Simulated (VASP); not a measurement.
# Fe (Fd-3m) in VASP: notebook

Fe is run at these levels: r2SCAN; tasks: single point.

Everything below comes from runs of VASP 6.6.1. Logs are shortened: lines on timing, memory, paths and dates and some standing lists are left out, and cuts for length are marked.

### 1 The cell of the first run

The structure is cubic, space group Fd-3m (No. 227). The conventional cell has a = 4.976 Å, b = 4.976 Å, c = 4.976 Å, α = 90.00°, β = 90.00°, γ = 90.00°. Fe (site symmetry -43m) has 4 Fe at 2.15 Å within 2.9 Å.

### 2 Single point, r2SCAN, collinear spin, ferrimagnetic start (volume scaled by 0.96)

POSCAR

```
Fe
1.0
    0.0000000000      2.4881493015      2.4881493015
    2.4881493015      0.0000000000      2.4881493015
    2.4881493015      2.4881493015      0.0000000000
Fe
2
Direct
    0.1250000000      0.1250000000      0.1250000000
    0.8750000000      0.8750000000      0.8750000000
```

INCAR.step1

```
ALGO = Normal
EDIFF = 1E-4
ENCUT = 520
GGA = PE
ISMEAR = -1
ISPIN = 2
LASPH = True
LCHARG = False
LMAXMIX = 4
LREAL = False
LWAVE = True
MAGMOM = 2.497 -0.851
NBANDS = 19
NELM = 150
PREC = Accurate
SIGMA = 0.05
```

INCAR.step2

```
ALGO = Normal
EDIFF = 1E-7
ENCUT = 520
ISIF = 2
ISMEAR = -1
ISPIN = 2
ISTART = 1
LASPH = True
LCHARG = False
LMAXMIX = 4
LMIXTAU = True
LORBIT = 11
LREAL = False
LWAVE = False
MAGMOM = 2.497 -0.851
METAGGA = R2SCAN
NBANDS = 19
NELM = 150
PREC = Accurate
SIGMA = 0.05
```

KPOINTS

```
k-points
0
Gamma
  12 12 12
```

Potentials or basis: VASP PAW PBE potentials, release 64 (Fe).

On the command line:

```console
$ cat potpaw_PBE.64/Fe/POTCAR > POTCAR
$ cp INCAR.step1 INCAR
$ mpirun -np 1 vasp_std > vasp.out
$ cp INCAR.step2 INCAR
$ mpirun -np 1 vasp_std > vasp.out
```

OUTCAR:

```text
EDIFF = 1E-7
   ENCUT = 520
   ISIF = 2
   ISMEAR = -1
   ISPIN = 2
   ISTART = 1
   LASPH = True
   LORBIT = 11
   LREAL = False
   METAGGA = R2SCAN
   NELM = 150
   PREC = Accurate

 ion  position               nearest neighbor table
   1  0.125  0.125  0.125-   2 2.15   2 2.15   2 2.15   2 2.15
   2  0.875  0.875  0.875-   1 2.15   1 2.15   1 2.15   1 2.15

  LATTYP: Found a face centered cubic cell.
 ALAT       =     4.9762986030

  Lattice vectors:

 A1 = (   0.0000000000,   2.4881493015,   2.4881493015)
 A2 = (   2.4881493015,   0.0000000000,   2.4881493015)
 A3 = (   2.4881493015,   2.4881493015,   0.0000000000)

Analysis of symmetry for initial positions (statically):
=====================================================================
 Subroutine PRICEL returns:
 Original cell was already a primitive cell.

 Routine SETGRP: Setting up the symmetry group for a
 face centered cubic supercell.

 Subroutine GETGRP returns: Found 48 space group operations
 (whereof 12 operations were pure point group operations)
 out of a pool of 48 trial point group operations.

The static configuration has the point symmetry D_3d.
 The point group associated with its full space group is O_h .

Analysis of symmetry for dynamics (positions and initial velocities):
=====================================================================
 Subroutine PRICEL returns:
 Original cell was already a primitive cell.

 Routine SETGRP: Setting up the symmetry group for a
 face centered cubic supercell.

 Subroutine GETGRP returns: Found 48 space group operations
 (whereof 12 operations were pure point group operations)
 out of a pool of 48 trial point group operations.

The dynamic configuration has the point symmetry D_3d.
 The point group associated with its full space group is O_h .

Analysis of structural, dynamic, and magnetic symmetry:
=====================================================================
 Subroutine PRICEL returns:
 Original cell was already a primitive cell.

 Routine SETGRP: Setting up the symmetry group for a
 face centered cubic supercell.

 Subroutine GETGRP returns: Found 24 space group operations
 (whereof  6 operations were pure point group operations)
 out of a pool of 48 trial point group operations.

The overall configuration has the point symmetry C_3v.
 The point group associated with its full space group is T_d .

 Subroutine INISYM returns: Found 24 space group operations
 (whereof  6 operations are pure point group operations),
 and found     1 'primitive' translations

----------------------------------------------------------------------------------------

                                     Primitive cell

  volume of cell :      30.8077

  direct lattice vectors                    reciprocal lattice vectors
     0.000000000  2.488149302  2.488149302    -0.200952571  0.200952571  0.200952571
     2.488149302  0.000000000  2.488149302     0.200952571 -0.200952571  0.200952571
     2.488149302  2.488149302  0.000000000     0.200952571  0.200952571 -0.200952571

  length of vectors
     3.518774487  3.518774487  3.518774487     0.348060063  0.348060063  0.348060063

  position of ions in fractional coordinates (direct lattice)
     0.125000000  0.125000000  0.125000000
     0.875000000  0.875000000  0.875000000

  ion indices of the primitive-cell ions
   primitive index   ion index
                 1           1
                 2           2

----------------------------------------------------------------------------------------

 KPOINTS: k-points

Automatic generation of k-mesh.
 Grid dimensions read from file:
 generate k-points for:   12   12   12

 Generating k-lattice:

  Cartesian coordinates                     Fractional coordinates (reciprocal lattice)
    -0.016746048  0.016746048  0.016746048     0.083333333  0.000000000  0.000000000
     0.016746048 -0.016746048  0.016746048     0.000000000  0.083333333  0.000000000
     0.016746048  0.016746048 -0.016746048     0.000000000  0.000000000  0.083333333

  Length of vectors
     0.029005005  0.029005005  0.029005005

  Shift w.r.t. Gamma in fractional coordinates (k-lattice)
     0.000000000  0.000000000  0.000000000

 Subroutine IBZKPT returns following result:
 ===========================================

 Found     72 irreducible k-points:

 Following reciprocal coordinates:
            Coordinates               Weight
  0.000000  0.000000  0.000000      1.000000
  0.083333  0.000000  0.000000      8.000000
  0.166667  0.000000  0.000000      8.000000
  0.250000  0.000000  0.000000      8.000000
  0.333333  0.000000  0.000000      8.000000
  0.416667  0.000000  0.000000      8.000000
[... 16 lines left out ...]
  0.500000  0.166667  0.000000     24.000000
 -0.416667  0.166667  0.000000     24.000000
 [... further k-points ...]
   k-points           NKPTS =     72   k-points in BZ     NKDIM =     72   number of bands    NBANDS=     19
   number of dos      NEDOS =    301   number of ions     NIONS =      2
   total plane-waves  NPLWV =  21952
   dimension x,y,z NGX =    28 NGY =   28 NGZ =   28
   dimension x,y,z NGXF=    56 NGYF=   56 NGZF=   56
   ions per type =               2
   NGX,Y,Z   is equivalent  to a cutoff of  13.23, 13.23, 13.23 a.u.
   NGXF,Y,Z  is equivalent  to a cutoff of  26.46, 26.46, 26.46 a.u.
 SYSTEM =  unknown system
   PREC   = accura    normal or accurate (medium, high low for compatibility)
   ISTART =      1    job   : 0-new  1-cont  2-samecut
   ICHARG =      0    charge: 1-file 2-atom 10-const
   ISPIN  =      2    spin polarized calculation?
   LNONCOLLINEAR =      F non collinear calculations
   LSORBIT =      F    spin-orbit coupling
   LASPH  =      T    aspherical Exc in radial PAW
   ENCUT  =  520.0 eV  38.22 Ry    6.18 a.u.   6.54  6.54  6.54*2*pi/ulx,y,z
   NELM   =    150;   NELMIN=  2; NELMDL=  0     # of ELM steps
   EDIFF  = 0.1E-06   stopping-criterion for ELM
   LREAL  =      F    real-space projection
   EDIFFG = 0.1E-05   stopping-criterion for IOM
   NSW    =      0    number of steps for IOM
   IBRION =     -1    ionic relax: 0-MD 1-quasi-New 2-CG
   NFREE  =      0    steps in history (QN), initial steepest desc. (CG)
   ISIF   =      2    stress and relaxation
   ISYM   =      2    0-nonsym 1-usesym 2-fastsym
   POTIM  = 0.5000    time-step for ionic-motion
   TEBEG  =    0.0;   TEEND  =   0.0 temperature during run
   PSTRESS=    0.0 pullay stress
   NELECT =      16.0000    total number of electrons
   NUPDOWN=      -1.0000    fix difference up-down
   EMIN   =  10.00;   EMAX   =-10.00  energy-range for DOS
   EFERMI =   0.00;   METHOD = LEGACY
   ISMEAR =    -1;   SIGMA  =   0.05  broadening in eV -4-tet -1-fermi 0-gaus
   EFERMI_NEDOS =   21; number of points for ismear=-14 and -15
   IALGO  =     38    algorithm
   IMIX   =      4    mixing-type and parameters
     AMIX     =   0.40;   BMIX     =  1.00
     AMIX_MAG =   1.60;   BMIX_MAG =  1.00
  volume/ion in A,a.u.               =      15.40       103.95
  Fermi-wavevector in a.u.,A,eV,Ry     =   1.315917  2.486722 23.560348  1.731637
  Thomas-Fermi vector in A             =   2.446066
   LORBIT       =     11    0 simple, 1 ext, 2 COOP (PROOUT), +10 PAW based schemes
   METAGGA = R2SCAN    functional components
   LHFCALC =     F    Hartree Fock is set to
   AEXX    =    0.0000 exact exchange contribution
   IVDW    =     0    specifies the selected vdW correction
   LEPSILON=     F    determine dielectric tensor
   LRPA    =     F    only Hartree local field effects (RPA)
 spin polarized calculation
  energy-cutoff  :      520.00
  volume of cell :       30.81
 maximum number of plane-waves:       869
 NGX is ok and might be reduce to    28
   NGX = 13   NGY = 13   NGZ = 13

 number of electron      15.9999989 magnetization       0.0002941

 number of electron      15.9999989 magnetization      -0.0007058

 Free energy of the ion-electron system (eV)
  ---------------------------------------------------
  ext. energy  EPLUGINS =         0.00000000
  ---------------------------------------------------
  free energy    TOTEN  =       -24.89922557 eV

  energy without entropy =      -24.87677947  energy(sigma->0) =      -24.88800252

 E-fermi :   2.9881     XC(G=0): -11.9394

 val. band max:        2.9849133323   @ k =   0.4167   0.3333   0.0000
 cond. band min:       2.9908905753   @ k =   0.5000   0.1667   0.0000
 fundamental gap:      0.0059772430
 Fermi energy:         2.9881420121

 spin component 1

 k-point     1 :       0.0000    0.0000    0.0000
  band No.  band energies     occupation
      1      -3.6340      1.00000
      2       0.3687      1.00000
      3       0.3687      1.00000
      4       0.5560      1.00000
      5       0.5560      1.00000
      6       0.5561      1.00000
[... 11 lines left out ...]
     18      19.4562      0.00000
     19      20.1387      0.00000
[... 485 lines left out ...]
 k-point    24 :      -0.4167    0.1667    0.0000
  band No.  band energies     occupation
      1      -0.2791      1.00000
      2       0.1404      1.00000
      3       0.2956      1.00000
      4       0.4818      1.00000
      5       1.0292      1.00000
      6       1.1147      1.00000
[... 11 lines left out ...]
     18      23.0558      0.00000
     19      24.3696      0.00000

 [... further k-points ...]

 spin component 2

 k-point     1 :       0.0000    0.0000    0.0000
  band No.  band energies     occupation
      1      -3.6340      1.00000
      2       0.3680      1.00000
      3       0.3680      1.00000
      4       0.5558      1.00000
      5       0.5558      1.00000
      6       0.5558      1.00000
[... 11 lines left out ...]
     18      19.4562      0.00000
     19      20.1387      0.00000
[... 485 lines left out ...]
 k-point    24 :      -0.4167    0.1667    0.0000
  band No.  band energies     occupation
      1      -0.2793      1.00000
      2       0.1402      1.00000
      3       0.2952      1.00000
      4       0.4814      1.00000
      5       1.0290      1.00000
      6       1.1142      1.00000
[... 11 lines left out ...]
     18      23.0557      0.00000
     19      24.3695      0.00000

 [... further k-points ...]
[... 5 lines left out ...]
  --------------------------------------------------------------------------------------
  -------------------------------------------------------------------------------------
  Total       -2.7996243     -2.7996243     -2.7996243      0.0000000     -0.0000000     -0.0000000
  in kB     -145.5965317   -145.5965317   -145.5965317      0.0000000     -0.0000000     -0.0000000
  external PRESSURE =    -145.5965317 kB  Pullay stress =       0.0000000 kB

 VOLUME and BASIS-vectors are now :
 -----------------------------------------------------------------------------
  energy-cutoff  :      520.00
  volume of cell :       30.81
      direct lattice vectors                 reciprocal lattice vectors
     0.000000000  2.488149302  2.488149302    -0.200952571  0.200952571  0.200952571
     2.488149302  0.000000000  2.488149302     0.200952571 -0.200952571  0.200952571
     2.488149302  2.488149302  0.000000000     0.200952571  0.200952571 -0.200952571

 POSITION                                       TOTAL-FORCE (eV/Angst)
 -----------------------------------------------------------------------------------
      0.62204      0.62204      0.62204        -0.000000      0.000000      0.000000
      4.35426      4.35426      4.35426         0.000000     -0.000000     -0.000000
 -----------------------------------------------------------------------------------
    total drift:                               -0.000000     -0.000000     -0.000000

  FREE ENERGIE OF THE ION-ELECTRON SYSTEM (eV)
  ---------------------------------------------------
  free  energy   TOTEN  =       -24.8992255663 eV

  energy  without entropy=      -24.8767794690  energy(sigma->0) =      -24.88800252

 total charge

# of ion       s       p       d       tot
------------------------------------------
    1        0.571   0.416   6.403   7.390
    2        0.571   0.416   6.403   7.390
--------------------------------------------------
tot          1.142   0.831  12.806  14.779

 magnetization (x)

# of ion       s       p       d       tot
------------------------------------------
    1        0.000   0.000   0.004   0.005
    2       -0.000  -0.000  -0.005  -0.005
--------------------------------------------------
tot          0.000   0.000  -0.001  -0.001
```

It took 7.8 min on 1 thread of Intel Xeon Platinum 8259CL at 2.50GHz (Skylake/Cascade Lake), shared host; peak memory 0.22 GiB.

What came out:

```
Free energy                                           : -24.8992 eV
Pressure                                              : -14.6 GPa
Band gap on the k mesh                                : zero (filled and empty bands overlap)
Net moment                                            : 0.00 μB per cell
Valence electrons inside the program's atomic spheres : Fe 7.39
```

Levels at points of the mesh, in eV from the Fermi level:
Spin up:
```csv
k point,band 5,band 6,band 7,band 8,band 9,band 10,band 11,band 12
"(0.00, 0.00, 0.00)",-2.43,-2.43,-0.34,-0.34,-0.34,1.15,1.15,14.15
"(0.50, 0.00, 0.00)",-2.42,-2.42,-1.12,0.14,0.14,0.95,0.95,2.40
"(0.50, 0.50, 0.00)",-1.50,-1.50,-0.70,-0.69,1.14,1.14,2.70,2.70
```
Spin down:
```
           k point  band 6  band 7  band 8  band 9  band 10  band 11
(0.00, 0.00, 0.00)   -2.43   -0.34   -0.34   -0.34     1.15     1.15
(0.50, 0.00, 0.00)   -2.42   -1.12    0.14    0.14     0.95     0.95
(0.50, 0.50, 0.00)   -1.50   -0.70   -0.69    1.14     1.14     2.70
```

Caveat: the starting moments collapsed, and a magnetic state may lie lower; the PAW data sets were made with another functional, which shifts forces and pressure a little.

### 3 Single point, r2SCAN, collinear spin, ferrimagnetic start (volume scaled by 1.04)

POSCAR

```
Fe
1.0
    0.0000000000      2.5554289199      2.5554289199
    2.5554289199      0.0000000000      2.5554289199
    2.5554289199      2.5554289199      0.0000000000
Fe
2
Direct
    0.1250000000      0.1250000000      0.1250000000
    0.8750000000      0.8750000000      0.8750000000
```

INCAR.step1

```
PREC = Accurate
ENCUT = 520
ISMEAR = -1
SIGMA = 0.05
LREAL = False
LASPH = True
NELM = 150
ISPIN = 2
MAGMOM = 2.497 -0.851
LMAXMIX = 4
NBANDS = 19
GGA = PE
ALGO = Normal
EDIFF = 1E-4
LWAVE = True
LCHARG = False
```

INCAR.step2

```
PREC = Accurate
ENCUT = 520
EDIFF = 1E-6
ISMEAR = -1
SIGMA = 0.05
LREAL = False
LASPH = True
NELM = 150
ALGO = Normal
ISIF = 2
LWAVE = False
LCHARG = False
ISPIN = 2
MAGMOM = 2.497 -0.851
LORBIT = 11
LMAXMIX = 4
METAGGA = R2SCAN
LMIXTAU = True
NBANDS = 19
ISTART = 1
```

KPOINTS

```
Automatic mesh
0
Gamma
  12 12 12
```

Potentials or basis: VASP PAW PBE potentials, release 64 (Fe).

On the command line:

```console
$ cat potpaw_PBE.64/Fe/POTCAR > POTCAR
$ cp INCAR.step1 INCAR
$ mpirun -np 1 vasp_std > vasp.out
$ cp INCAR.step2 INCAR
$ mpirun -np 1 vasp_std > vasp.out
```

It took 8.4 min on 1 thread of Intel Xeon Platinum 8259CL at 2.50GHz (Skylake/Cascade Lake), shared host; peak memory 0.22 GiB.

The run converged. Its results:

```yaml
Free_energy: -24.6077 eV
Pressure: -21.3 GPa
Band_gap_on_the_k_mesh: zero (filled and empty bands overlap)
Net_moment: 0.00 μB per cell
Valence_electrons_inside_the_program's_atomic_spheres: Fe 7.26
```

Levels at points of the mesh, in eV from the Fermi level:
Spin up:
```
           k point  band 4  band 5  band 6  band 7  band 8  band 9  band 10  band 11  band 12  band 13
(0.00, 0.00, 0.00)   -2.22   -2.22   -2.22   -0.30   -0.30   -0.30     1.01     1.01    13.31    13.31
(0.50, 0.00, 0.00)   -2.20   -2.20   -2.20   -1.03    0.10    0.10     0.84     0.84     2.16     9.88
(0.50, 0.50, 0.00)   -2.12   -1.47   -1.47   -0.63   -0.63    1.02     1.02     2.48     2.48     5.13
```
Spin down:
| k point | band 5 | band 6 | band 7 | band 8 | band 9 | band 10 | band 11 | band 12 |
| --- | --- | --- | --- | --- | --- | --- | --- | --- |
| (0.00, 0.00, 0.00) | -2.22 | -2.22 | -0.30 | -0.30 | -0.30 | 1.01 | 1.01 | 13.31 |
| (0.50, 0.00, 0.00) | -2.20 | -2.20 | -1.03 | 0.10 | 0.10 | 0.84 | 0.84 | 2.16 |
| (0.50, 0.50, 0.00) | -1.47 | -1.47 | -0.63 | -0.63 | 1.02 | 1.02 | 2.48 | 2.48 |

Caveat: the starting moments collapsed, and a magnetic state may lie lower; the PAW data sets were made with another functional, which shifts forces and pressure a little.
